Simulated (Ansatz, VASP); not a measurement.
**Two plane-wave programs on Mg**

File POSCAR:

```
Mg
1.0
    0.0000000000      3.5637237650      3.5637237650
    3.5637237650      0.0000000000      3.5637237650
    3.5637237650      3.5637237650      0.0000000000
Mg
2
Direct
    0.1250000000      0.1250000000      0.1250000000
    0.8750000000      0.8750000000      0.8750000000
```

INCAR.step1

```
SYSTEM = Mg
ALGO = Normal
EDIFF = 1E-4
ENCUT = 520
GGA = PE
ISMEAR = -1
LASPH = .TRUE.
LCHARG = .FALSE.
LREAL = .FALSE.
LWAVE = .TRUE.
NBANDS = 9
NELM = 60
PREC = Accurate
SIGMA = 0.1
```

The input INCAR.step2:

```
SYSTEM = Mg
ALGO = Normal
EDIFF = 1E-6
ENCUT = 520
ISIF = 2
ISMEAR = -1
ISTART = 1
LASPH = .TRUE.
LCHARG = .FALSE.
LMIXTAU = .TRUE.
LREAL = .FALSE.
LWAVE = .FALSE.
METAGGA = R2SCAN
NBANDS = 9
NELM = 60
PREC = Accurate
SIGMA = 0.1
```

KPOINTS

```
k-points
0
G
  9 9 9
  0 0 0
```

Input for Ansatz:

```yaml
crystal:
  lattice:
    - [0.0, 3.563723765, 3.563723765]
    - [3.563723765, 0.0, 3.563723765]
    - [3.563723765, 3.563723765, 0.0]
  atoms:
    - { symbol: Mg, position: [0.125, 0.125, 0.125] }
    - { symbol: Mg, position: [0.875, 0.875, 0.875] }
hamiltonian:
  xc: r2scan
  pseudopotentials:
    kind: paw
    azcp:
      Mg: "pseudopotentials/Mg.paw.azcp"
basis:
  ecutwfc: 500
  fft_grid_basis: typed
kpoints:
  mp_grid: { grid: [9, 9, 9], shift: [0, 0, 0] }
magnetization:
  spin_polarized: false
scf:
  occupations: { method: fermi_dirac, width: 0.1 }
  lower_state_search: "off"
output:
  stress: true
```

Alike in both runs: task single point; functional r2SCAN; k mesh 9 × 9 × 9; occupations fermi-dirac, width 0.1 eV; no spin polarisation.

|  | VASP | Ansatz |
| --- | --- | --- |
| version | VASP 6.6.1 | Ansatz 0.2.0 |
| potentials or method | VASP PAW PBE potentials, release 64 (Mg), cutoff 520 eV | plane waves (500 eV) with PAW, scalar-relativistic |
| valence electrons in the cell | 4 | 20 |

```tsv
	VASP	Ansatz	Ansatz less VASP
pressure (GPa)	-1.1	-1.1	+0.05
```

VASP's potentials were made for PBE, not for r2SCAN. VASP's potentials hold 4 valence electrons a cell and Ansatz's 20, so a difference there can come from the potentials and not from the codes.
